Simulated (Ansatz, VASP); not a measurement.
**Pd2Ru: VASP beside Ansatz**

```
CELL_PARAMETERS angstrom
-1.64699 1.64699 4.13236
1.64699 -1.64699 4.13236
1.64699 1.64699 -4.13236
ATOMIC_POSITIONS crystal
Ru 0.00000 0.00000 0.00000
Pd 0.66349 0.66349 0.00000
Pd 0.33651 0.33651 0.00000
```

Alike in both runs: task relaxation of cell and atoms; functional PBE; k mesh 20 × 20 × 20; occupations gaussian, width 0.1 eV; no spin polarisation.

```csv
,VASP,Ansatz
version,VASP 6.6.1,Ansatz 0.2.0
potentials or method,"VASP PAW PBE potentials, release 64 (Ru_pv, Pd), cutoff 600 eV","scalar-relativistic, plane waves, PAW"
valence electrons in the cell,34,52
```

|  | VASP | Ansatz | Ansatz less VASP |
| --- | --- | --- | --- |
| gap on the k mesh at the Fermi level, each at its own relaxed structure (eV) | none | none | - |
| relaxed volume (Å³/atom) | 14.93 | 14.95 | +0.023 |
| relaxed length of the cell vector where the two differ most in proportion (Å) | 4.736 | 4.736 | +0.0004 |

A gap of «none» marks a metal or a gap that the smearing closes. VASP's potentials hold 34 valence electrons a cell and Ansatz's 52, so a difference there can come from the potentials and not from the codes.
